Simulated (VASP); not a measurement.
# Hg in VASP: single point with PBE

Aim: the single point of Hg with PBE.

Program: VASP 6.6.1. These are calculated values, not measurements. Logs are shortened: lines on timing, memory, paths and dates and some standing lists are left out, and cuts for length are marked.

## 1. The cell of the first run

The cell holds a slab with vacuum, 6 atoms: a = 3.413 Å, b = 3.469 Å, c = 30.748 Å, α = 90.00°, β = 90.00°, γ = 60.66°.

## 2. Single point, PBE

INCAR

```
PREC = Accurate
ENCUT = 520
EDIFF = 1E-6
ISMEAR = 0
SIGMA = 0.1
LREAL = F
LASPH = T
NELM = 60
ALGO = Normal
ISIF = 2
LWAVE = F
LCHARG = F
LDIPOL = T
IDIPOL = 3
DIPOL = 0.5 0.5 0.504
GGA = PE
NBANDS = 45
```

KPOINTS

```
Automatic mesh
0
Gamma
  9 9 1
```

POSCAR

```
Hg
1.0
    3.4133030300      0.0000000000      0.0000000000
    1.6998548000      3.0241256600      0.0000000000
    0.0000000000      0.0000000000     30.7478178844
Hg
6
Direct
    0.6515596900      0.1957718400      0.2764423814
    0.3484403100      0.8042281600      0.3658654289
    0.6515596900      0.1957718400      0.4552884763
    0.3329362496      0.8324678602      0.5483332896
    0.6648917330      0.1717357952      0.6415681100
    0.3394350167      0.8204985692      0.7360934120
```

Potentials or basis: VASP PAW PBE potentials, release 64 (Hg).

Started as:

```
> cat potpaw_PBE.64/Hg/POTCAR > POTCAR
> mpirun -np 1 vasp_std > vasp.out
```

OUTCAR:

```text
PREC = Accurate
   ENCUT = 520
   EDIFF = 1E-6
   ISMEAR = 0
   LREAL = F
   LASPH = T
   NELM = 60
   ISIF = 2
   GGA = PE

 ion  position               nearest neighbor table
   1  0.652  0.196  0.276-   2 3.31   2 3.44   2 3.45
   2  0.348  0.804  0.366-   3 3.31   1 3.31   3 3.44   1 3.44   3 3.45   1 3.45
   3  0.652  0.196  0.455-   2 3.31   2 3.44   4 3.45   2 3.45   4 3.51   4 3.51
   4  0.333  0.832  0.548-   3 3.45   5 3.49   5 3.49   5 3.49   3 3.51   3 3.51
   5  0.665  0.172  0.642-   4 3.49   4 3.49   4 3.49   6 3.51   6 3.53   6 3.53
   6  0.339  0.820  0.736-   5 3.51   5 3.53   5 3.53

  LATTYP: Found a simple monoclinic cell.
 ALAT       =     3.4133030300
 B/A-ratio  =     9.0082297453
 C/A-ratio  =     1.0163548326
 COS(beta)  =    -0.4899949715

  Lattice vectors:

 A1 = (   3.4133030300,   0.0000000000,   0.0000000000)
 A2 = (   0.0000000000,   0.0000000000,  30.7478178844)
 A3 = (  -1.6998548000,  -3.0241256600,   0.0000000000)

Analysis of symmetry for initial positions (statically):
=====================================================================
 Subroutine PRICEL returns:
 Original cell was already a primitive cell.

 Routine SETGRP: Setting up the symmetry group for a
 simple monoclinic supercell.

 Subroutine GETGRP returns: Found  1 space group operations
 (whereof  1 operations were pure point group operations)
 out of a pool of  4 trial point group operations.

The static configuration has the point symmetry C_1 .

Analysis of symmetry for dynamics (positions and initial velocities):
=====================================================================
 Subroutine PRICEL returns:
 Original cell was already a primitive cell.

 Routine SETGRP: Setting up the symmetry group for a
 simple monoclinic supercell.

 Subroutine GETGRP returns: Found  1 space group operations
 (whereof  1 operations were pure point group operations)
 out of a pool of  4 trial point group operations.

The dynamic configuration has the point symmetry C_1 .

 Subroutine INISYM returns: Found  1 space group operations
 (whereof  1 operations are pure point group operations),
 and found     1 'primitive' translations

----------------------------------------------------------------------------------------

                                     Primitive cell

  volume of cell :     317.3869

  direct lattice vectors                    reciprocal lattice vectors
[... 106 lines left out ...]
   NELECT =      72.0000    total number of electrons
   NUPDOWN=      -1.0000    fix difference up-down
   EMIN   =  10.00;   EMAX   =-10.00  energy-range for DOS
   EFERMI =   0.00;   METHOD = LEGACY
   ISMEAR =     0;   SIGMA  =   0.10  broadening in eV -4-tet -1-fermi 0-gaus
   EFERMI_NEDOS =   21; number of points for ismear=-14 and -15
   IALGO  =     38    algorithm
   IMIX   =      4    mixing-type and parameters
     AMIX     =   0.40;   BMIX     =  1.00
     AMIX_MAG =   1.60;   BMIX_MAG =  1.00
  volume/ion in A,a.u.               =      52.90       356.97
  Fermi-wavevector in a.u.,A,eV,Ry     =   0.998442  1.886781 13.563453  0.996886
  Thomas-Fermi vector in A             =   2.130665
   LORBIT       =      0    0 simple, 1 ext, 2 COOP (PROOUT), +10 PAW based schemes
   GGA     = PE    functional components
   LHFCALC =     F    Hartree Fock is set to
   AEXX    =    0.0000 exact exchange contribution
   IVDW    =     0    specifies the selected vdW correction
   LEPSILON=     F    determine dielectric tensor
   LRPA    =     F    only Hartree local field effects (RPA)
 non-spin polarized calculation
 Gauss-broadening in eV      SIGMA  =   0.10
  energy-cutoff  :      520.00
  volume of cell :      317.39
 maximum number of plane-waves:      8613
 NGX is ok and might be reduce to    28
   NGX = 13   NGY = 13   NGZ =115

 dipolmoment           0.000000      0.000000      0.000812 electrons x Angstroem

 number of electron      72.0000001 magnetization

 dipolmoment           0.000000      0.000000     -0.000691 electrons x Angstroem

 Free energy of the ion-electron system (eV)
  ---------------------------------------------------
  ext. energy  EPLUGINS =         0.00000000
  ---------------------------------------------------
  free energy    TOTEN  =        -0.98600006 eV

  energy without entropy =       -0.98591969  energy(sigma->0) =       -0.98595987

 E-fermi :  -1.6463     XC(G=0):  -5.7537

 val. band max:       -1.8540053959   @ k =   0.4444   0.3333   0.0000
 cond. band min:      -1.4742471998   @ k =   0.0000   0.0000   0.0000
 fundamental gap:      0.3797581961
 Fermi energy:        -1.6463178148

 k-point     1 :       0.0000    0.0000    0.0000
  band No.  band energies     occupation
      1      -8.5824      2.00000
      2      -8.2289      2.00000
      3      -8.1788      2.00000
      4      -8.0830      2.00000
      5      -8.0018      2.00000
      6      -7.9146      2.00000
[... 1141 lines left out ...]
     44       3.6914      0.00000
     45       4.3188      0.00000

 [... further k-points ...]

------------------------ aborting loop because EDIFF is reached ----------------------------------------

 vacuum level on the upper side and lower side of the slab       (xc-potential included)        -0.215        -0.175

  FORCE on cell =-STRESS in cart. coord.  units (eV):
  Direction    XX          YY          ZZ          XY          YZ          ZX
  --------------------------------------------------------------------------------------
  -------------------------------------------------------------------------------------
  Total        1.1535349      0.9776267      0.4151307      0.0150378      0.0196621     -0.0009778
  in kB        5.8230745      4.9350851      2.0955906      0.0759111      0.0992549     -0.0049358
  external PRESSURE =       4.2845834 kB  Pullay stress =       0.0000000 kB

 VOLUME and BASIS-vectors are now :
 -----------------------------------------------------------------------------
  energy-cutoff  :      520.00
  volume of cell :      317.39
      direct lattice vectors                 reciprocal lattice vectors
     3.413303030  0.000000000  0.000000000     0.292971351 -0.164678592  0.000000000
     1.699854800  3.024125660  0.000000000     0.000000000  0.330674090  0.000000000
     0.000000000  0.000000000 30.747817884     0.000000000  0.000000000  0.032522633

 POSITION                                       TOTAL-FORCE (eV/Angst)
 -----------------------------------------------------------------------------------
      2.55675      0.59204      8.50000         0.000753     -0.017731     -0.095537
      2.55640      2.43209     11.24956        -0.001503      0.032661      0.037738
      2.55675      0.59204     13.99913         0.000822     -0.015943      0.045017
      2.55149      2.51749     16.86005        -0.000018     -0.000147      0.010042
      2.56140      0.51935     19.72682        -0.000033      0.000022     -0.012344
      2.55332      2.48129     22.63327        -0.000020      0.001137      0.015084
 -----------------------------------------------------------------------------------
    total drift:                                0.000019     -0.000062     -0.000072

  FREE ENERGIE OF THE ION-ELECTRON SYSTEM (eV)
  ---------------------------------------------------
  free  energy   TOTEN  =        -0.9860000585 eV

  energy  without entropy=       -0.9859196872  energy(sigma->0) =       -0.98595987

 vacuum level on the upper side and lower side of the slab         2.821         2.883
```

It took 18 min on 1 thread of Intel Xeon 8259CL, shared host; peak memory 0.71 GiB.

Results:

* Free energy: -0.9860 eV
* Largest force: 0.097 eV/Å
* Band gap on the k mesh: 0.38 eV (least direct gap 1.26 eV)

Forces in eV/Å, atoms in the order of the input:
```
Hg   0.001 -0.018 -0.096
Hg  -0.002  0.033  0.038
Hg   0.001 -0.016  0.045
Hg   0.000  0.000  0.010
Hg   0.000  0.000 -0.012
Hg   0.000  0.001  0.015
```

Levels at points of the mesh, in eV from the valence-band top:
| k point | band 34 | band 35 | band 36 | band 37 | band 38 | band 39 |
| --- | --- | --- | --- | --- | --- | --- |
| (0.00, 0.00, 0.00) | -4.47 | -3.33 | -2.09 | 0.38 | 1.81 | 3.48 |

Caveat: spin-orbit coupling is left out, which moves the levels of the heavy elements.
